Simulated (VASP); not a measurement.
The system is MnSi.

```
CELL_PARAMETERS angstrom
2.98743 0.00000 0.00000
0.00000 2.98743 0.00000
0.00000 0.00000 2.98743
ATOMIC_POSITIONS crystal
Mn 0.50000 0.50000 0.50000
Si 0.00000 0.00000 0.00000
```

| Property | Result |
| --- | --- |
| Program | VASP 6.6.1 |
| Task | relaxation of cell and atoms |
| Functional | PBE0 |
| Potentials or basis | VASP PAW PBE potentials, release 64 (Mn_pv, Si) |
| Cutoff | 600 eV |
| k mesh | 5 × 5 × 5 |
| Occupations | fermi-dirac, width 0.05 eV |
| Spin | collinear spin, ferromagnetic start |
| Starting moments | [4.0, 0.0] μB |

At the start: pressure -29.7 GPa; volume 13.33 Å³/atom.

Task: How do energy, volume and symmetry change on relaxing?

Result: Over 7 steps the energy falls by 289.3 meV/atom and the volume is 10.49 Å³/atom (-21.3 %); space group Pm-3m (No. 221, to 0.1 Å) before and after; moment 0.74 μB per cell.

Step by step:
```
step  energy change (eV)  largest force (eV/Å)  pressure (GPa)  volume (Å³)
   1              0.0000                0.0000          -29.68        26.66
   2             -0.2029                0.0000           51.04        18.22
   3             -0.5717                0.0000           -5.13        21.39
   4             -0.5784                0.0000           -0.88        21.04
   5             -0.5785                0.0000            0.49        20.94
   6             -0.5785                0.0000           -0.73        21.03
   7             -0.5786                0.0000            0.02        20.97
```

Final structure:
```
CELL_PARAMETERS angstrom
2.75763 0.00000 0.00000
0.00000 2.75763 0.00000
0.00000 0.00000 2.75763
ATOMIC_POSITIONS crystal
Mn 0.50000 0.50000 0.50000
Si 0.00000 0.00000 0.00000
```

Caveat: the k points lie up to 0.46 Å⁻¹ apart in the final cell; the volume moved by over 15 % at a fixed basis, so the end points are rough; the PAW data sets were made with another functional, which shifts forces and pressure a little.
